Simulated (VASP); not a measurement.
Wanted: the native input for a VASP 6.6.1 run.

* Task: single point
* Functional: PBE
* Potentials or basis: VASP PAW PBE potentials, release 64 (Al, B, N)
* Cutoff: 520 eV
* k mesh: 6 × 6 × 4
* Occupations: gaussian, width 0.1 eV
* Spin: no spin polarisation
* Dipole correction: no
* Further INCAR settings: ALGO = Normal; EDIFF = 1e-07; NBANDS = 21

The structure of Al2BN3 lies in POSCAR:

```
Al2BN3
1.0
    2.6312322719      0.0000000000      0.0000000000
    0.0000000000      2.6312322719      0.0000000000
    0.0000000000      0.0000000000      9.8979754312
Al B N
2 1 3
Direct
    0.5000000000      0.0000000000      0.3917700135
    0.0000000000      0.5000000000      0.6082299865
    0.5000000000      0.5000000000      0.0000000000
    0.0000000000      0.0000000000      0.0000000000
    0.5000000000      0.0000000000      0.6145895634
    0.0000000000      0.5000000000      0.3854104366
```

These files were run (other wordings do the same):

INCAR

```
SYSTEM = Al2BN3
  PREC = Accurate
  ENCUT = 520
  EDIFF = 1E-7
  ISMEAR = 0
  SIGMA = 0.1
  LREAL = .FALSE.
  LASPH = .TRUE.
  NELM = 60
  ALGO = Normal
  ISIF = 2
  LWAVE = .FALSE.
  LCHARG = .FALSE.
  GGA = PE
  NBANDS = 21
```

KPOINTS

```
Automatic mesh
0
G
  6 6 4
  0 0 0
```

Potentials or basis: VASP PAW PBE potentials, release 64 (Al, B, N).

The run is started by

```sh
$ cat potpaw_PBE.64/Al/POTCAR potpaw_PBE.64/B/POTCAR potpaw_PBE.64/N/POTCAR > POTCAR
$ mpirun -np 1 vasp_std > vasp.out
```

Results of the run:

- Pressure: 0.0 GPa
- Largest force: 0.006 eV/Å
- Band gap on the k mesh: zero (band 12 reaches 4.71 eV, above the bottom of band 13 at 4.20 eV)

Caveat: the k points lie up to 0.40 Å⁻¹ apart.

Wall time 26 s on 1 thread of Intel(R) Xeon(R) 6975P-C (Granite Rapids), on a shared host, peak memory 0.19 GiB.
